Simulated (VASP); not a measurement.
Wanted: the native input for a VASP 6.6.1 run.

```yaml
Task: single point
Functional: PBE
Potentials_or_basis: VASP PAW PBE potentials, release 64 (Tl_d)
Cutoff: 520 eV
k_mesh: 10 × 10 × 6
Occupations: methfessel-paxton, width 0.03 eV
Spin: no spin polarisation
Dipole_correction: no
Further_INCAR_settings: ALGO = Normal; EDIFF = 1e-07; NBANDS = 20
```

The structure of Tl lies in POSCAR:

```
Tl
1.0
    3.5902820628      0.0000000000      0.0000000000
   -1.7951410314      3.1092754731      0.0000000000
    0.0000000000      0.0000000000      5.6419406004
Tl
2
Direct
    0.3333333333      0.6666666667      0.2500000000
    0.6666666667      0.3333333333      0.7500000000
```

One way to write it, as run:

INCAR

```
ALGO = Normal ; EDIFF = 1E-7
ENCUT = 520 ; GGA = PE
ISIF = 2 ; ISMEAR = 1
LASPH = T ; LCHARG = T
LELF = T ; LREAL = F
LVHAR = T ; LWAVE = F
NBANDS = 20 ; NELM = 60
PREC = Accurate ; SIGMA = 0.03
```

KPOINTS

```
k-points
0
Gamma
  10 10 6
```

Potentials or basis: VASP PAW PBE potentials, release 64 (Tl_d).

The run is started by

```console
$ cat potpaw_PBE.64/Tl_d/POTCAR > POTCAR
$ mpirun -np 1 vasp_std > vasp.out
```

Results of the run:

* Pressure: -0.1 GPa
* Band gap on the k mesh: zero (bands 13 and 14 overlap by 5.28 eV)

Caveat: spin-orbit coupling is left out, which moves the levels of the heavy elements.

Wall time 39 s on 1 thread of Intel(R) Xeon(R) Platinum 8259CL CPU @ 2.50GHz (Skylake/Cascade Lake), on a shared host, peak memory 0.2 GiB.
